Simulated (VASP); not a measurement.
Write the native input for VASP 6.6.1 that does the following.

```yaml
Task: single point
Functional: PBE
Potentials_or_basis: VASP PAW PBE potentials, release 64 (Cd, S)
Cutoff: 520 eV
k_mesh: 2 × 2 × 2
Occupations: gaussian, width 0.1 eV
Spin: no spin polarisation
Dipole_correction: no
Further_INCAR_settings: ALGO = Normal; EDIFF = 1e-06; NBANDS = 16
```

The structure of CdS lies in POSCAR:

```
CdS
1.0
    0.0000000000      2.9429534649      2.9429534649
    2.9429534649      0.0000000000      2.9429534649
    2.9429534649      2.9429534649      0.0000000000
Cd S
1 1
Direct
    0.0000000000      0.0000000000      0.0000000000
    0.2500000000      0.2500000000      0.2500000000
```

The input as run:

INCAR

```
PREC = Accurate
ENCUT = 520
EDIFF = 1E-6
ISMEAR = 0
SIGMA = 0.1
LREAL = F
LASPH = T
NELM = 80
ALGO = Normal
ISIF = 2
LWAVE = F
LCHARG = F
GGA = PE
NBANDS = 16
```

KPOINTS

```
Automatic mesh
0
Gamma
  2 2 2
```

Potentials or basis: VASP PAW PBE potentials, release 64 (Cd, S).

Command:

```console
$ cat potpaw_PBE.64/Cd/POTCAR potpaw_PBE.64/S/POTCAR > POTCAR
$ mpirun -np 1 vasp_std > vasp.out
```

It gave:

| Item | Value |
| --- | --- |
| Pressure | 4.6 GPa |
| Band gap on the k mesh | 0.93 eV, direct |

Caveat: the k points lie up to 0.92 Å⁻¹ apart.

Run time: 5.7 s on 1 thread of AMD EPYC 7R43 64-Core Processor (Zen 3) (shared host), peak memory 0.14 GiB.
